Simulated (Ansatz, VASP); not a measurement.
Two plane-wave programs on Zr3H

```
CELL_PARAMETERS angstrom
7.49464 0.00000 0.00000
-3.74732 6.49055 0.00000
0.00000 0.00000 3.20688
ATOMIC_POSITIONS crystal
Zr 0.20088 0.40177 0.25000
Zr 0.59823 0.79912 0.25000
Zr 0.20088 0.79912 0.25000
Zr 0.79912 0.59823 0.75000
Zr 0.40177 0.20088 0.75000
Zr 0.79912 0.20088 0.75000
H 0.33333 0.66667 0.75000
H 0.66667 0.33333 0.25000
```

Change from the starting cell: species swapped into the SmTm3 type (P6_3/mmc, No. 194).

Alike in both runs: task relaxation of cell and atoms; functional PBE; k mesh 3 × 3 × 6; occupations gaussian, width 0.1 eV; no spin polarisation.

|  | VASP | Ansatz |
| --- | --- | --- |
| version | VASP 6.6.1 | Ansatz 0.2.0 |
| potentials or method | VASP PAW PBE potentials, release 64 (Zr_sv, H), cutoff 600 eV | scalar-relativistic, plane waves, PAW |
| valence electrons in the cell | 74 | 74 |

|  | VASP | Ansatz | Ansatz less VASP |
| --- | --- | --- | --- |
| gap on the k mesh at the Fermi level, each at its own relaxed structure (eV) | none | none | - |
| relaxed volume (Å³/atom) | 19.64 | 19.71 | +0.068 |
| relaxed length of the cell vector where the two differ most in proportion (Å) | 7.564 | 7.573 | +0.0092 |

A gap of «none» marks a metal or a gap that the smearing closes.
